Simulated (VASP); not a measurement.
# Ni2O (antifluorite type) (Fm-3m) in VASP: further runs

Runs on Ni2O (antifluorite type). Level: PBE. Tasks: single point.

All numbers are computed with VASP 6.6.1; they aren't measurements. Logs are shortened: lines on timing, memory, paths and dates and some standing lists are left out, and cuts for length are marked.

## Step 1: The cell of the first run

Symmetry: Fm-3m, No. 225, cubic system. Conventional cell: a = 4.918 Å, b = 4.918 Å, c = 4.918 Å, α = 90.00°, β = 90.00°, γ = 90.00°. Ni (site symmetry -43m) has 4 O at 2.13 Å and 6 Ni at 2.46 Å within 2.8 Å. Within 2.8 Å of O (site symmetry m-3m) lie 8 Ni at 2.13 Å.

## Step 2: Single point, PBE

The input, INCAR:

```
ALGO = Normal
EDIFF = 1E-6
ENCUT = 520
GGA = PE
ISIF = 2
ISMEAR = -1
LASPH = T
LCHARG = T
LELF = T
LREAL = F
LVHAR = T
LWAVE = F
NBANDS = 20
NELM = 100
PREC = Accurate
SIGMA = 0.06122561905347299
```

The input, KPOINTS:

```
k-points
0
Gamma
  19 19 19
```

The input, POSCAR:

```
Ni2O
1.0
    0.0000000000      2.4590906200      2.4590906200
    2.4590906200      0.0000000000      2.4590906200
    2.4590906200      2.4590906200      0.0000000000
Ni O
2 1
Direct
    0.2500000000      0.2500000000      0.2500000000
    0.7500000000      0.7500000000      0.7500000000
    0.0000000000      0.0000000000      0.0000000000
```

Potentials or basis: VASP PAW PBE potentials, release 64 (Ni, O).

Launch:

```
cat potpaw_PBE.64/Ni/POTCAR potpaw_PBE.64/O/POTCAR > POTCAR
mpirun -np 1 vasp_std > vasp.out
```

OUTCAR:

```text
EDIFF = 1E-6
   ENCUT = 520
   GGA = PE
   ISIF = 2
   ISMEAR = -1
   LASPH = T
   LREAL = F
   NELM = 100
   PREC = Accurate

 ion  position               nearest neighbor table
   1  0.250  0.250  0.250-   3 2.13   3 2.13   3 2.13   3 2.13   2 2.46   2 2.46   2 2.46   2 2.46
                             2 2.46   2 2.46
   2  0.750  0.750  0.750-   3 2.13   3 2.13   3 2.13   3 2.13   1 2.46   1 2.46   1 2.46   1 2.46
                             1 2.46   1 2.46
   3  0.000  0.000  0.000-   1 2.13   2 2.13   2 2.13   2 2.13   2 2.13   1 2.13   1 2.13   1 2.13

  LATTYP: Found a face centered cubic cell.
 ALAT       =     4.9181812400

  Lattice vectors:

 A1 = (   0.0000000000,   2.4590906200,   2.4590906200)
 A2 = (   2.4590906200,   0.0000000000,   2.4590906200)
 A3 = (   2.4590906200,   2.4590906200,   0.0000000000)

Analysis of symmetry for initial positions (statically):
=====================================================================
 Subroutine PRICEL returns:
 Original cell was already a primitive cell.

 Routine SETGRP: Setting up the symmetry group for a
 face centered cubic supercell.

 Subroutine GETGRP returns: Found 48 space group operations
 (whereof 48 operations were pure point group operations)
 out of a pool of 48 trial point group operations.

The static configuration has the point symmetry O_h .

Analysis of symmetry for dynamics (positions and initial velocities):
=====================================================================
 Subroutine PRICEL returns:
 Original cell was already a primitive cell.

 Routine SETGRP: Setting up the symmetry group for a
 face centered cubic supercell.

 Subroutine GETGRP returns: Found 48 space group operations
 (whereof 48 operations were pure point group operations)
 out of a pool of 48 trial point group operations.

The dynamic configuration has the point symmetry O_h .

 Subroutine INISYM returns: Found 48 space group operations
 (whereof 48 operations are pure point group operations),
 and found     1 'primitive' translations

----------------------------------------------------------------------------------------

                                     Primitive cell

  volume of cell :      29.7409

  direct lattice vectors                    reciprocal lattice vectors
     0.000000000  2.459090620  2.459090620    -0.203327196  0.203327196  0.203327196
     2.459090620  0.000000000  2.459090620     0.203327196 -0.203327196  0.203327196
     2.459090620  2.459090620  0.000000000     0.203327196  0.203327196 -0.203327196

  length of vectors
     3.477679306  3.477679306  3.477679306     0.352173034  0.352173034  0.352173034

  position of ions in fractional coordinates (direct lattice)
     0.250000000  0.250000000  0.250000000
     0.750000000  0.750000000  0.750000000
     0.000000000  0.000000000  0.000000000

  ion indices of the primitive-cell ions
   primitive index   ion index
                 1           1
                 2           2
                 3           3

----------------------------------------------------------------------------------------

 KPOINTS: k-points

Automatic generation of k-mesh.
 Grid dimensions read from file:
 generate k-points for:   19   19   19

 Generating k-lattice:

  Cartesian coordinates                     Fractional coordinates (reciprocal lattice)
    -0.010701431  0.010701431  0.010701431     0.052631579  0.000000000  0.000000000
     0.010701431 -0.010701431  0.010701431     0.000000000  0.052631579  0.000000000
     0.010701431  0.010701431 -0.010701431     0.000000000  0.000000000  0.052631579

  Length of vectors
     0.018535423  0.018535423  0.018535423

  Shift w.r.t. Gamma in fractional coordinates (k-lattice)
     0.000000000  0.000000000  0.000000000

 Subroutine IBZKPT returns following result:
 ===========================================

 Found    220 irreducible k-points:

 Following reciprocal coordinates:
            Coordinates               Weight
  0.000000  0.000000  0.000000      1.000000
  0.052632  0.000000  0.000000      8.000000
  0.105263  0.000000  0.000000      8.000000
  0.157895  0.000000  0.000000      8.000000
  0.210526  0.000000  0.000000      8.000000
  0.263158  0.000000  0.000000      8.000000
[... 16 lines left out ...]
 -0.315789  0.052632  0.000000     24.000000
 -0.263158  0.052632  0.000000     24.000000
 [... further k-points ...]
   k-points           NKPTS =    220   k-points in BZ     NKDIM =    220   number of bands    NBANDS=     20
   number of dos      NEDOS =    301   number of ions     NIONS =      3
   total plane-waves  NPLWV =  21952
   dimension x,y,z NGX =    28 NGY =   28 NGZ =   28
   dimension x,y,z NGXF=    56 NGYF=   56 NGZF=   56
   ions per type =               2   1
   NGX,Y,Z   is equivalent  to a cutoff of  13.39, 13.39, 13.39 a.u.
   NGXF,Y,Z  is equivalent  to a cutoff of  26.77, 26.77, 26.77 a.u.
 SYSTEM =  unknown system
   PREC   = accura    normal or accurate (medium, high low for compatibility)
   ISTART =      0    job   : 0-new  1-cont  2-samecut
   ICHARG =      2    charge: 1-file 2-atom 10-const
   ISPIN  =      1    spin polarized calculation?
   LNONCOLLINEAR =      F non collinear calculations
   LSORBIT =      F    spin-orbit coupling
   LASPH  =      T    aspherical Exc in radial PAW
   ENCUT  =  520.0 eV  38.22 Ry    6.18 a.u.   6.47  6.47  6.47*2*pi/ulx,y,z
   NELM   =    100;   NELMIN=  2; NELMDL= -5     # of ELM steps
   EDIFF  = 0.1E-05   stopping-criterion for ELM
   LREAL  =      F    real-space projection
   EDIFFG = 0.1E-04   stopping-criterion for IOM
   NSW    =      0    number of steps for IOM
   IBRION =     -1    ionic relax: 0-MD 1-quasi-New 2-CG
   NFREE  =      0    steps in history (QN), initial steepest desc. (CG)
   ISIF   =      2    stress and relaxation
   ISYM   =      2    0-nonsym 1-usesym 2-fastsym
   POTIM  = 0.5000    time-step for ionic-motion
   TEBEG  =    0.0;   TEEND  =   0.0 temperature during run
   PSTRESS=    0.0 pullay stress
   NELECT =      26.0000    total number of electrons
   NUPDOWN=      -1.0000    fix difference up-down
   EMIN   =  10.00;   EMAX   =-10.00  energy-range for DOS
   EFERMI =   0.00;   METHOD = LEGACY
   ISMEAR =    -1;   SIGMA  =   0.06  broadening in eV -4-tet -1-fermi 0-gaus
   EFERMI_NEDOS =   21; number of points for ismear=-14 and -15
   IALGO  =     38    algorithm
   IMIX   =      4    mixing-type and parameters
     AMIX     =   0.40;   BMIX     =  1.00
     AMIX_MAG =   1.60;   BMIX_MAG =  1.00
  volume/ion in A,a.u.               =       9.91        66.90
  Fermi-wavevector in a.u.,A,eV,Ry     =   1.565362  2.958105 33.339141  2.450358
  Thomas-Fermi vector in A             =   2.667849
   LORBIT       =      0    0 simple, 1 ext, 2 COOP (PROOUT), +10 PAW based schemes
   GGA     = PE    functional components
   LHFCALC =     F    Hartree Fock is set to
   AEXX    =    0.0000 exact exchange contribution
   IVDW    =     0    specifies the selected vdW correction
   LEPSILON=     F    determine dielectric tensor
   LRPA    =     F    only Hartree local field effects (RPA)
 non-spin polarized calculation
  energy-cutoff  :      520.00
  volume of cell :       29.74
 maximum number of plane-waves:       824
 NGX is ok and might be reduce to    28
   NGX = 13   NGY = 13   NGZ = 13

 number of electron      26.0000022 magnetization

 Free energy of the ion-electron system (eV)
  ---------------------------------------------------
  ext. energy  EPLUGINS =         0.00000000
  ---------------------------------------------------
  free energy    TOTEN  =       -14.88634358 eV

  energy without entropy =      -14.78846676  energy(sigma->0) =      -14.83740517

 E-fermi :   8.7075     XC(G=0): -12.7188

 val. band max:        8.7067630565   @ k =  -0.3684   0.4737   0.1053
 cond. band min:       8.7082676652   @ k =  -0.4211   0.2105   0.1053
 fundamental gap:      0.0015046088
 Fermi energy:         8.7075314483

 k-point     1 :       0.0000    0.0000    0.0000
  band No.  band energies     occupation
      1     -11.9438      2.00000
      2       1.9232      2.00000
      3       1.9232      2.00000
      4       1.9232      2.00000
      5       5.2475      2.00000
      6       5.3457      2.00000
[... 12 lines left out ...]
     19      24.0014      0.00000
     20      24.0014      0.00000

 k-point     2 :       0.0526    0.0000    0.0000
  band No.  band energies     occupation
      1     -11.9324      2.00000
      2       1.8479      2.00000
      3       1.9321      2.00000
      4       1.9321      2.00000
      5       5.3616      2.00000
      6       5.3616      2.00000
[... 12 lines left out ...]
     19      23.8455      0.00000
     20      23.8575      0.00000

 k-point     3 :       0.1053    0.0000    0.0000
  band No.  band energies     occupation
      1     -11.8993      2.00000
      2       1.6580      2.00000
      3       1.9580      2.00000
      4       1.9580      2.00000
      5       5.4093      2.00000
      6       5.4093      2.00000
[... 12 lines left out ...]
     19      23.4814      0.00000
     20      23.5295      0.00000

 k-point     4 :       0.1579    0.0000    0.0000
  band No.  band energies     occupation
      1     -11.8479      2.00000
      2       1.4211      2.00000
      3       1.9984      2.00000
      4       1.9984      2.00000
      5       5.4891      2.00000
      6       5.4891      2.00000
[... 429 lines left out ...]
 k-point    23 :      -0.3158    0.0526    0.0000
  band No.  band energies     occupation
      1     -11.6153      2.00000
      2       0.7932      2.00000
      3       2.1663      2.00000
      4       2.1744      2.00000
      5       5.9131      2.00000
      6       6.0457      2.00000
[... 12 lines left out ...]
     19      22.3319      0.00000
     20      22.4883      0.00000

 k-point    24 :      -0.2632    0.0526    0.0000
  band No.  band energies     occupation
      1     -11.6819      2.00000
      2       0.9269      2.00000
      3       2.1205      2.00000
      4       2.1218      2.00000
      5       5.7488      2.00000
      6       5.8582      2.00000
[... 12 lines left out ...]
     19      22.0756      0.00000
     20      22.5611      0.00000

 [... further k-points ...]

------------------------ aborting loop because EDIFF is reached ----------------------------------------

  FORCE on cell =-STRESS in cart. coord.  units (eV):
  Direction    XX          YY          ZZ          XY          YZ          ZX
  --------------------------------------------------------------------------------------
  -------------------------------------------------------------------------------------
  Total        2.0488958      2.0488958      2.0488958      0.0000000      0.0000000      0.0000000
  in kB      110.3765635    110.3765635    110.3765635      0.0000000      0.0000000      0.0000000
  external PRESSURE =     110.3765635 kB  Pullay stress =       0.0000000 kB

 VOLUME and BASIS-vectors are now :
 -----------------------------------------------------------------------------
  energy-cutoff  :      520.00
  volume of cell :       29.74
      direct lattice vectors                 reciprocal lattice vectors
     0.000000000  2.459090620  2.459090620    -0.203327196  0.203327196  0.203327196
     2.459090620  0.000000000  2.459090620     0.203327196 -0.203327196  0.203327196
     2.459090620  2.459090620  0.000000000     0.203327196  0.203327196 -0.203327196

 POSITION                                       TOTAL-FORCE (eV/Angst)
 -----------------------------------------------------------------------------------
      1.22955      1.22955      1.22955        -0.000000     -0.000000     -0.000000
      3.68864      3.68864      3.68864         0.000000      0.000000      0.000000
      0.00000      0.00000      0.00000         0.000000      0.000000      0.000000
 -----------------------------------------------------------------------------------
    total drift:                                0.000000      0.000000      0.000000

  FREE ENERGIE OF THE ION-ELECTRON SYSTEM (eV)
  ---------------------------------------------------
  free  energy   TOTEN  =       -14.8863435792 eV

  energy  without entropy=      -14.7884667634  energy(sigma->0) =      -14.83740517
```

Run time: 4.3 min. Hardware: 1 thread of Intel Xeon 8259CL, shared host; peak memory 0.25 GiB.

Results:

```
Free energy            : -14.8863 eV
Pressure               : 11.0 GPa
Band gap on the k mesh : zero (bands 13 and 14 overlap by 0.42 eV)
```

Caveat: the cell stands under pressure; the run has no spin polarisation, though such a crystal can be magnetic. Spin polarisation is off, so any magnetic state and its effect on volume and gap are missing.

## Step 3: Single point, PBE

This run uses another cell than the first one, of 10.12 Å³/atom.

The input, INCAR:

```
SYSTEM = Ni2O
PREC = Accurate
ENCUT = 520
EDIFF = 1E-6
ISMEAR = -1
SIGMA = 0.06122561905347299
LREAL = .FALSE.
LASPH = .TRUE.
NELM = 60
ALGO = Normal
ISIF = 2
LWAVE = .FALSE.
LCHARG = .TRUE.
GGA = PE
LELF = .TRUE.
LVHAR = .TRUE.
NBANDS = 20
```

The input, KPOINTS:

```
regular mesh
0
G
  19 19 19
  0 0 0
```

The input, POSCAR:

```
Ni2O
1.0
    0.0000000000      2.4764087302      2.4764087302
    2.4764087302      0.0000000000      2.4764087302
    2.4764087302      2.4764087302      0.0000000000
Ni O
2 1
Direct
    0.2500000000      0.2500000000      0.2500000000
    0.7500000000      0.7500000000      0.7500000000
    0.0000000000      0.0000000000      0.0000000000
```

Potentials or basis: VASP PAW PBE potentials, release 64 (Ni, O).

Launch:

```
cat potpaw_PBE.64/Ni/POTCAR potpaw_PBE.64/O/POTCAR > POTCAR
mpirun -np 1 vasp_std > vasp.out
```

Run time: 4.2 min. Hardware: 1 thread of Intel Xeon 8259CL, shared host; peak memory 0.25 GiB.

The run converged. Its results:

```yaml
Free_energy: -14.9221 eV
Pressure: 6.8 GPa
Band_gap_on_the_k_mesh: zero (bands 13 and 14 overlap by 0.41 eV)
```

Levels at points of the mesh, in eV from the Fermi level:
| k point | band 10 | band 11 | band 12 | band 13 | band 14 | band 15 | band 16 | band 17 |
| --- | --- | --- | --- | --- | --- | --- | --- | --- |
| (0.00, 0.00, 0.00) | -0.54 | 0.00 | 0.00 | 0.00 | 0.13 | 0.13 | 8.35 | 8.35 |

Caveat: the cell stands under pressure; the run has no spin polarisation, though such a crystal can be magnetic. Spin polarisation is off, so any magnetic state and its effect on volume and gap are missing.
